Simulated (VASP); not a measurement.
Here is a VASP 6.6.1 calculation.

File INCAR:

```
  PREC = Accurate
  ENCUT = 520
  EDIFF = 1E-7
  ISMEAR = -1
  SIGMA = 0.06122561905347299
  LREAL = False
  LASPH = True
  NELM = 80
  ALGO = Normal
  ISIF = 2
  LWAVE = False
  LCHARG = False
  GGA = PE
  NBANDS = 18
```

File KPOINTS:

```
regular mesh
0
Gamma
  10 10 10
```

Contents of POSCAR:

```
LiO3
1.0
    3.5606987629      0.0000000000      0.0000000000
    0.0000000000      3.5606987629      0.0000000000
    0.0000000000      0.0000000000      3.5606987629
Li O
1 3
Direct
    0.0000000000      0.0000000000      0.0000000000
    0.5000000000      0.0000000000      0.0000000000
    0.0000000000      0.5000000000      0.0000000000
    0.0000000000      0.0000000000      0.5000000000
```

Potentials or basis: VASP PAW PBE potentials, release 64 (Li_sv, O).

Run with:

```sh
$ cat potpaw_PBE.64/Li_sv/POTCAR potpaw_PBE.64/O/POTCAR > POTCAR
$ mpirun -np 1 vasp_std > vasp.out
```

Task: Estimate the band gap on the k mesh.

Result: Zero (an odd number of electrons rules out a gap without spin polarisation).

Caveat: an odd number of electrons without spin polarisation forces a metal; a magnetic or distorted state may lie lower.
